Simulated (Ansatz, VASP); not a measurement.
**KTaO3 in VASP and in Ansatz**

POSCAR

```
KTaO3
1.0
    3.9615320794      0.0000000000      0.0000000000
    0.0000000000      3.9615320794      0.0000000000
    0.0000000000      0.0000000000      3.9615320794
Ta K O
1 1 3
Direct
    0.0000000000      0.0000000000      0.0000000000
    0.5000000000      0.5000000000      0.5000000000
    0.0000000000      0.0000000000      0.5000000000
    0.0000000000      0.5000000000      0.0000000000
    0.5000000000      0.0000000000      0.0000000000
```

Contents of INCAR.step1:

```
PREC     = Accurate       # precision mode
ENCUT    = 520            # plane-wave cutoff, eV
ISMEAR   = -1             # smearing method
SIGMA    = 0.05           # smearing width, eV
LREAL    = False          # projectors in reciprocal space
LASPH    = True           # aspherical terms in the spheres
NELM     = 60             # most SCF steps
NBANDS   = 27             # bands
GGA      = PE             # functional
ALGO     = Normal         # electronic algorithm
EDIFF    = 1E-4           # SCF threshold, eV
LWAVE    = True           # write WAVECAR
LCHARG   = False          # write CHGCAR
```

INCAR.step2

```
PREC     = Accurate       # precision mode
ENCUT    = 520            # plane-wave cutoff, eV
EDIFF    = 1E-6           # SCF threshold, eV
ISMEAR   = -1             # smearing method
SIGMA    = 0.05           # smearing width, eV
LREAL    = False          # projectors in reciprocal space
LASPH    = True           # aspherical terms in the spheres
NELM     = 60             # most SCF steps
ALGO     = Normal         # electronic algorithm
ISIF     = 2              # what is computed and relaxed
LWAVE    = False          # write WAVECAR
LCHARG   = False          # write CHGCAR
METAGGA  = R2SCAN         # meta-GGA
LMIXTAU  = True         
NBANDS   = 27             # bands
ISTART   = 1
```

The input KPOINTS:

```
regular mesh
0
Gamma
  7 7 7
```

Contents of input.yaml:

```yaml
crystal:
  lattice:
    - [3.9615320794, 0.0, 0.0]
    - [0.0, 3.9615320794, 0.0]
    - [0.0, 0.0, 3.9615320794]
  atoms:
    - { symbol: Ta, position: [0.0, 0.0, 0.0] }
    - { symbol: K, position: [0.5, 0.5, 0.5] }
    - { symbol: O, position: [0.0, 0.0, 0.5] }
    - { symbol: O, position: [0.0, 0.5, 0.0] }
    - { symbol: O, position: [0.5, 0.0, 0.0] }
hamiltonian:
  xc: r2scan
  pseudopotentials: { kind: paw }
kpoints:
  mp_grid: { grid: [7, 7, 7] }
scf:
  occupations: { method: fermi_dirac, width: 0.05 }
output:
  forces: true
  stress: true
  eigenvalues: true
```

Alike in both runs: task single point; functional r2SCAN; k mesh 7 × 7 × 7; occupations fermi-dirac, width 0.05 eV; no spin polarisation.

|  | VASP | Ansatz |
| --- | --- | --- |
| version | VASP 6.6.1 | Ansatz 0.2.0 |
| potentials or method | VASP PAW PBE potentials, release 64 (Ta_pv, K_sv, O) | Ansatz PAW |
| plane-wave cutoff (eV) | 520 | 500 |
| valence electrons in the cell | 38 | 40 |

VASP gave:

| Quantity | Value |
| --- | --- |
| gap on the k mesh at the Fermi level (eV) | 2.71 |
| least direct gap on the mesh (eV) | 3.29 |
| pressure (GPa) | 5.8 |

Task: Which values does Ansatz return?

Result: gap on the k mesh at the Fermi level (eV): 2.74; least direct gap on the mesh (eV): 3.31; pressure (GPa): 4.7.

VASP's potentials were made for PBE, not for r2SCAN. VASP's potentials hold 38 valence electrons a cell and Ansatz's 40, so a difference there can come from the potentials and not from the codes.

Spin-orbit coupling is off throughout. Noted on Ansatz's run: odd divisions of the mesh miss points on the zone boundary, where band edges often lie, so the gap on the mesh can be too wide.
